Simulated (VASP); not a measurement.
Input of a VASP 6.6.1 run:

POSCAR

```
Sc2Al
1.0
    4.8926114005      0.0000000000      0.0000000000
   -2.4463057002      4.2371257637      0.0000000000
    0.0000000000      0.0000000000      6.1614205700
Sc Al
4 2
Direct
    0.0000000000      0.0000000000      0.0000000000
    0.0000000000      0.0000000000      0.5000000000
    0.3333333333      0.6666666667      0.7500000000
    0.6666666667      0.3333333333      0.2500000000
    0.3333333333      0.6666666667      0.2500000000
    0.6666666667      0.3333333333      0.7500000000
```

INCAR.step1

```
  PREC = Accurate
  ENCUT = 520
  ISMEAR = 0
  SIGMA = 0.4
  LREAL = F
  LASPH = T
  NELM = 80
  NBANDS = 34
  GGA = PE
  ALGO = Normal
  EDIFF = 1E-4
  LWAVE = T
  LCHARG = F
```

The input INCAR.step2:

```
  PREC = Accurate
  ENCUT = 520
  EDIFF = 1E-6
  ISMEAR = 0
  SIGMA = 0.4
  LREAL = F
  LASPH = T
  NELM = 80
  ALGO = Normal
  ISIF = 2
  LWAVE = F
  LCHARG = F
  METAGGA = R2SCAN
  LMIXTAU = T
  NBANDS = 34
  ISTART = 1
```

Contents of KPOINTS:

```
regular mesh
0
Gamma
  6 6 3
```

Potentials or basis: VASP PAW PBE potentials, release 64 (Sc_sv, Al).

Launch:

```console
$ cat potpaw_PBE.64/Sc_sv/POTCAR potpaw_PBE.64/Al/POTCAR > POTCAR
$ cp INCAR.step1 INCAR
$ mpirun -np 1 vasp_std > vasp.out
$ cp INCAR.step2 INCAR
$ mpirun -np 1 vasp_std > vasp.out
```

Predict the pressure.

0.2 GPa.

Predict the band gap on the k mesh.

zero (band 25 reaches 5.22 eV, above the bottom of band 26 at 4.58 eV).

Stress tensor (GPa, compression positive):
```
0.00 0.00 0.00
0.00 0.00 0.00
0.00 0.00 0.58
```

Caveat: the PAW data sets were made with another functional, which shifts forces and pressure a little.
